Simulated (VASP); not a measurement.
# TiB2 (P6/mmm) in VASP: further runs

TiB2 is run at these levels: PBE; tasks: electric field gradients.

Program: VASP 6.6.1. These are calculated values, not measurements. Logs are shortened: lines on timing, memory, paths and dates and some standing lists are left out, and cuts for length are marked.

**1. The cell of the first run**

Symmetry: P6/mmm, No. 191, hexagonal system. Conventional cell: a = 2.999 Å, b = 2.999 Å, c = 3.228 Å, α = 90.00°, β = 90.00°, γ = 120.00°. Ti (site symmetry 6/mmm) has 12 B at 2.37 Å and 6 Ti at 3.00 Å within 3.1 Å. Within 2.3 Å of B (site symmetry -6m2) lie 3 B at 1.73 Å.

**2. Electric field gradients, PBE (equal xx and yy strain of -1 %)**

INCAR reads:

```
SYSTEM = TiB2
PREC = Accurate
ENCUT = 520
EDIFF = 1E-8
ISMEAR = -1
SIGMA = 0.08
LREAL = .False.
LASPH = .True.
NELM = 60
ALGO = Normal
ISIF = 2
LWAVE = .False.
LCHARG = .False.
GGA = PE
LEFG = .True.
NBANDS = 16
```

KPOINTS reads:

```
regular mesh
0
Gamma
  15 15 13
  0 0 0
```

POSCAR reads:

```
TiB2
1.0
    2.9989062196      0.0000000000      0.0000000000
   -1.4994531098      2.5971289697      0.0000000000
    0.0000000000      0.0000000000      3.2284000000
Ti B
1 2
Direct
    0.0000000000      0.0000000000      0.0000000000
    0.3333333333      0.6666666667      0.5000000000
    0.6666666667      0.3333333333      0.5000000000
```

Potentials or basis: VASP PAW PBE potentials, release 64 (Ti_sv, B).

On the command line:

```
$ cat potpaw_PBE.64/Ti_sv/POTCAR potpaw_PBE.64/B/POTCAR > POTCAR
$ mpirun -np 1 vasp_std > vasp.out
```

OUTCAR:

```text
SYSTEM = TiB2
   PREC = Accurate
   ENCUT = 520
   EDIFF = 1E-8
   ISMEAR = -1
   LREAL = .False.
   LASPH = .True.
   NELM = 60
   ISIF = 2
   GGA = PE

 ion  position               nearest neighbor table
   1  0.000  0.000  0.000-   2 2.37   3 2.37   2 2.37   3 2.37   2 2.37   2 2.37   3 2.37   3 2.37
                             3 2.37   3 2.37   2 2.37   2 2.37
   2  0.333  0.667  0.500-   3 1.73   3 1.73   3 1.73   1 2.37   1 2.37   1 2.37   1 2.37   1 2.37
                             1 2.37
   3  0.667  0.333  0.500-   2 1.73   2 1.73   2 1.73   1 2.37   1 2.37   1 2.37   1 2.37   1 2.37
                             1 2.37

  LATTYP: Found a hexagonal cell.
 ALAT       =     2.9989062196
 C/A-ratio  =     1.0765258276

  Lattice vectors:

 A1 = (   2.9989062196,   0.0000000000,   0.0000000000)
 A2 = (  -1.4994531098,   2.5971289697,   0.0000000000)
 A3 = (   0.0000000000,   0.0000000000,   3.2284000000)

Analysis of symmetry for initial positions (statically):
=====================================================================
 Subroutine PRICEL returns:
 Original cell was already a primitive cell.

 Routine SETGRP: Setting up the symmetry group for a
 hexagonal supercell.

 Subroutine GETGRP returns: Found 24 space group operations
 (whereof 24 operations were pure point group operations)
 out of a pool of 24 trial point group operations.

The static configuration has the point symmetry D_6h.

Analysis of symmetry for dynamics (positions and initial velocities):
=====================================================================
 Subroutine PRICEL returns:
 Original cell was already a primitive cell.

 Routine SETGRP: Setting up the symmetry group for a
 hexagonal supercell.

 Subroutine GETGRP returns: Found 24 space group operations
 (whereof 24 operations were pure point group operations)
 out of a pool of 24 trial point group operations.

The dynamic configuration has the point symmetry D_6h.

 Subroutine INISYM returns: Found 24 space group operations
 (whereof 24 operations are pure point group operations),
 and found     1 'primitive' translations

----------------------------------------------------------------------------------------

                                     Primitive cell

  volume of cell :      25.1445

  direct lattice vectors                    reciprocal lattice vectors
     2.998906220  0.000000000  0.000000000     0.333454909  0.192520281  0.000000000
    -1.499453110  2.597128970  0.000000000     0.000000000  0.385040563  0.000000000
     0.000000000  0.000000000  3.228400000     0.000000000  0.000000000  0.309750960

  length of vectors
     2.998906220  2.998906220  3.228400000     0.385040563  0.385040563  0.309750960

  position of ions in fractional coordinates (direct lattice)
     0.000000000  0.000000000  0.000000000
     0.333333333  0.666666667  0.500000000
     0.666666667  0.333333333  0.500000000

  ion indices of the primitive-cell ions
   primitive index   ion index
                 1           1
                 2           2
                 3           3

----------------------------------------------------------------------------------------

 KPOINTS: regular mesh

Automatic generation of k-mesh.
 Grid dimensions read from file:
 generate k-points for:   15   15   13

 Generating k-lattice:

  Cartesian coordinates                     Fractional coordinates (reciprocal lattice)
     0.022230327  0.012834685  0.000000000     0.066666667  0.000000000  0.000000000
     0.000000000  0.025669371  0.000000000     0.000000000  0.066666667  0.000000000
     0.000000000  0.000000000  0.023826997     0.000000000  0.000000000  0.076923077

  Length of vectors
     0.025669371  0.025669371  0.023826997

  Shift w.r.t. Gamma in fractional coordinates (k-lattice)
     0.000000000  0.000000000  0.000000000

 Subroutine IBZKPT returns following result:
 ===========================================

 Found    189 irreducible k-points:

 Following reciprocal coordinates:
            Coordinates               Weight
  0.000000  0.000000  0.000000      1.000000
  0.066667 -0.000000  0.000000      6.000000
  0.133333 -0.000000  0.000000      6.000000
  0.200000 -0.000000  0.000000      6.000000
  0.266667 -0.000000  0.000000      6.000000
  0.333333 -0.000000  0.000000      6.000000
[... 16 lines left out ...]
  0.333333  0.200000  0.000000     12.000000
  0.400000  0.200000  0.000000      6.000000
 [... further k-points ...]
   k-points           NKPTS =    189   k-points in BZ     NKDIM =    189   number of bands    NBANDS=     16
   number of dos      NEDOS =    301   number of ions     NIONS =      3
   total plane-waves  NPLWV =  13824
   dimension x,y,z NGX =    24 NGY =   24 NGZ =   24
   dimension x,y,z NGXF=    48 NGYF=   48 NGZF=   48
   ions per type =               1   2
   NGX,Y,Z   is equivalent  to a cutoff of  13.30, 13.30, 12.36 a.u.
   NGXF,Y,Z  is equivalent  to a cutoff of  26.61, 26.61, 24.72 a.u.
 SYSTEM =  TiB2
   PREC   = accura    normal or accurate (medium, high low for compatibility)
   ISTART =      0    job   : 0-new  1-cont  2-samecut
   ICHARG =      2    charge: 1-file 2-atom 10-const
   ISPIN  =      1    spin polarized calculation?
   LNONCOLLINEAR =      F non collinear calculations
   LSORBIT =      F    spin-orbit coupling
   LASPH  =      T    aspherical Exc in radial PAW
   ENCUT  =  520.0 eV  38.22 Ry    6.18 a.u.   5.58  5.58  6.00*2*pi/ulx,y,z
   NELM   =     60;   NELMIN=  2; NELMDL= -5     # of ELM steps
   EDIFF  = 0.1E-07   stopping-criterion for ELM
   LREAL  =      F    real-space projection
   EDIFFG = 0.1E-06   stopping-criterion for IOM
   NSW    =      0    number of steps for IOM
   IBRION =     -1    ionic relax: 0-MD 1-quasi-New 2-CG
   NFREE  =      0    steps in history (QN), initial steepest desc. (CG)
   ISIF   =      2    stress and relaxation
   ISYM   =      2    0-nonsym 1-usesym 2-fastsym
   POTIM  = 0.5000    time-step for ionic-motion
   TEBEG  =    0.0;   TEEND  =   0.0 temperature during run
   PSTRESS=    0.0 pullay stress
   NELECT =      18.0000    total number of electrons
   NUPDOWN=      -1.0000    fix difference up-down
   EMIN   =  10.00;   EMAX   =-10.00  energy-range for DOS
   EFERMI =   0.00;   METHOD = LEGACY
   ISMEAR =    -1;   SIGMA  =   0.08  broadening in eV -4-tet -1-fermi 0-gaus
   EFERMI_NEDOS =   21; number of points for ismear=-14 and -15
   IALGO  =     38    algorithm
   IMIX   =      4    mixing-type and parameters
     AMIX     =   0.40;   BMIX     =  1.00
     AMIX_MAG =   1.60;   BMIX_MAG =  1.00
  volume/ion in A,a.u.               =       8.38        56.56
  Fermi-wavevector in a.u.,A,eV,Ry     =   1.464483  2.767472 29.180569  2.144711
  Thomas-Fermi vector in A             =   2.580454
   LORBIT       =      0    0 simple, 1 ext, 2 COOP (PROOUT), +10 PAW based schemes
   GGA     = PE    functional components
   LHFCALC =     F    Hartree Fock is set to
   AEXX    =    0.0000 exact exchange contribution
   IVDW    =     0    specifies the selected vdW correction
   LEPSILON=     F    determine dielectric tensor
   LRPA    =     F    only Hartree local field effects (RPA)
 non-spin polarized calculation
  energy-cutoff  :      520.00
  volume of cell :       25.14
 maximum number of plane-waves:       702
 NGX is ok and might be reduce to    24
   NGX = 11   NGY = 11   NGZ = 13

 number of electron      18.0000003 magnetization

 Free energy of the ion-electron system (eV)
  ---------------------------------------------------
  ext. energy  EPLUGINS =         0.00000000
  ---------------------------------------------------
  free energy    TOTEN  =       -24.41839913 eV

  energy without entropy =      -24.41062607  energy(sigma->0) =      -24.41451260

 E-fermi :  10.2411     XC(G=0): -12.8634

 val. band max:       10.2162939645   @ k =   0.2000   0.2000   0.0769
 cond. band min:      10.2819546569   @ k =   0.0000   0.0000   0.3846
 fundamental gap:      0.0656606924
 Fermi energy:        10.2410559660

 k-point     1 :       0.0000    0.0000    0.0000
  band No.  band energies     occupation
      1     -46.7028      2.00000
      2     -23.0687      2.00000
      3     -22.7201      2.00000
      4     -22.7201      2.00000
      5      -3.4144      2.00000
      6       7.6422      2.00000
[... 8 lines left out ...]
     15      16.1561      0.00000
     16      17.4831      0.00000

 k-point     2 :       0.0667   -0.0000    0.0000
  band No.  band energies     occupation
      1     -46.7002      2.00000
      2     -23.0653      2.00000
      3     -22.7400      2.00000
      4     -22.7246      2.00000
      5      -3.3271      2.00000
      6       7.3895      2.00000
[... 8 lines left out ...]
     15      16.7003      0.00000
     16      17.7536      0.00000

 k-point     3 :       0.1333   -0.0000    0.0000
  band No.  band energies     occupation
      1     -46.6927      2.00000
      2     -23.0559      2.00000
      3     -22.7957      2.00000
      4     -22.7372      2.00000
      5      -3.0683      2.00000
      6       6.7057      2.00000
[... 8 lines left out ...]
     15      17.8980      0.00000
     16      18.5624      0.00000

 k-point     4 :       0.2000   -0.0000    0.0000
  band No.  band energies     occupation
      1     -46.6816      2.00000
      2     -23.0420      2.00000
      3     -22.8770      2.00000
      4     -22.7557      2.00000
      5      -2.6477      2.00000
      6       5.7551      2.00000
[... 8 lines left out ...]
     15      18.2022      0.00000
     16      19.4001      0.00000
[... 324 lines left out ...]
 k-point    22 :       0.2667    0.2000    0.0000
  band No.  band energies     occupation
      1     -46.6447      2.00000
      2     -23.0773      2.00000
      3     -22.9957      2.00000
      4     -22.8821      2.00000
      5      -0.4724      2.00000
      6       3.2345      2.00000
[... 8 lines left out ...]
     15      18.8915      0.00000
     16      20.3606      0.00000

 k-point    23 :       0.3333    0.2000    0.0000
  band No.  band energies     occupation
      1     -46.6386      2.00000
      2     -23.1027      2.00000
      3     -22.9880      2.00000
      4     -22.9102      2.00000
      5       0.3792      2.00000
      6       2.2914      2.00000
[... 8 lines left out ...]
     15      19.0304      0.00000
     16      20.4212      0.00000

 k-point    24 :       0.4000    0.2000    0.0000
  band No.  band energies     occupation
      1     -46.6364      2.00000
      2     -23.1113      2.00000
      3     -22.9853      2.00000
      4     -22.9205      2.00000
      5       1.2849      2.00000
      6       1.3425      2.00000
[... 8 lines left out ...]
     15      19.1072      0.00000
     16      20.4387      0.00000

 [... further k-points ...]
[... 5 lines left out ...]
  --------------------------------------------------------------------------------------
  -------------------------------------------------------------------------------------
  Total        1.3044951      1.3044951      0.2974068      0.0000000      0.0000000      0.0000000
  in kB       83.1207219     83.1207219     18.9503741      0.0000000      0.0000000      0.0000000
  external PRESSURE =      61.7306059 kB  Pullay stress =       0.0000000 kB

 VOLUME and BASIS-vectors are now :
 -----------------------------------------------------------------------------
  energy-cutoff  :      520.00
  volume of cell :       25.14
      direct lattice vectors                 reciprocal lattice vectors
     2.998906220  0.000000000  0.000000000     0.333454909  0.192520281  0.000000000
    -1.499453110  2.597128970  0.000000000     0.000000000  0.385040563  0.000000000
     0.000000000  0.000000000  3.228400000     0.000000000  0.000000000  0.309750960

 POSITION                                       TOTAL-FORCE (eV/Angst)
 -----------------------------------------------------------------------------------
      0.00000      0.00000      0.00000         0.000000      0.000000     -0.000000
     -0.00000      1.73142      1.61420         0.000000     -0.000000     -0.000000
      1.49945      0.86571      1.61420        -0.000000      0.000000      0.000000
 -----------------------------------------------------------------------------------
    total drift:                               -0.000000      0.000000      0.000000

  FREE ENERGIE OF THE ION-ELECTRON SYSTEM (eV)
  ---------------------------------------------------
  free  energy   TOTEN  =       -24.4183991346 eV

  energy  without entropy=      -24.4106260731  energy(sigma->0) =      -24.41451260

 Electric field gradients (V/A^2)
---------------------------------------------------------------------
 ion       V_xx      V_yy      V_zz      V_xy      V_xz      V_yz
---------------------------------------------------------------------
   1      -9.788    -9.789    19.577    -0.001    -0.000    -0.000
   2      -2.552    -2.552     5.104     0.000     0.000    -0.000
   3      -2.552    -2.552     5.104     0.000     0.000     0.000
---------------------------------------------------------------------

 Electric field gradients after diagonalization (V/A^2)
 (convention: |V_zz| > |V_xx| > |V_yy|)
----------------------------------------------------------------------
 ion       V_xx      V_yy      V_zz     asymmetry (V_yy - V_xx)/ V_zz
----------------------------------------------------------------------
   1      -9.790    -9.787    19.577       0.000
   2      -2.552    -2.552     5.104       0.000
   3      -2.552    -2.552     5.104       0.000
----------------------------------------------------------------------

           NMR quadrupolar parameters

 Cq : quadrupolar parameter    Cq=e*Q*V_zz/h
 eta: asymmetry parameters     (V_yy - V_xx)/ V_zz
 Q  : nuclear electric quadrupole moment in mb (millibarn)
----------------------------------------------------------------------
 ion       Cq(MHz)       eta       Q (mb)
----------------------------------------------------------------------
   1       0.047       0.000       1.000
   2       0.012       0.000       1.000
   3       0.012       0.000       1.000
----------------------------------------------------------------------
```

Wall time 53 s (1 thread of AMD EPYC 9R14 (Zen 4), shared host); peak memory 0.16 GiB.

Results:

```
Free energy            : -24.4184 eV
Pressure               : 6.2 GPa
Band gap on the k mesh : zero (band 9 reaches 10.59 eV, above the bottom of band 10 at 10.12 eV)
```

Levels at points of the mesh, in eV from the Fermi level:
| k point | band 6 | band 7 | band 8 | band 9 | band 10 | band 11 | band 12 | band 13 |
| --- | --- | --- | --- | --- | --- | --- | --- | --- |
| (0.00, 0.00, 0.00) | -2.60 | -2.60 | -2.47 | -2.21 | 1.92 | 1.92 | 3.66 | 3.66 |

Electric field gradients, principal values (V/Å²):
```
atom   least  middle  greatest (by size)
1 Ti  -9.787  -9.790              19.577
 2 B  -2.552  -2.552               5.104
 3 B  -2.552  -2.552               5.104
```

Caveat: the cell differs from its parent crystal (equal xx and yy strain of -1 %); without QUAD_EFG the Cq values of the log hold for a quadrupole moment of 1 mb, not for the nuclei.

(Part 1 of 2 ends here.)
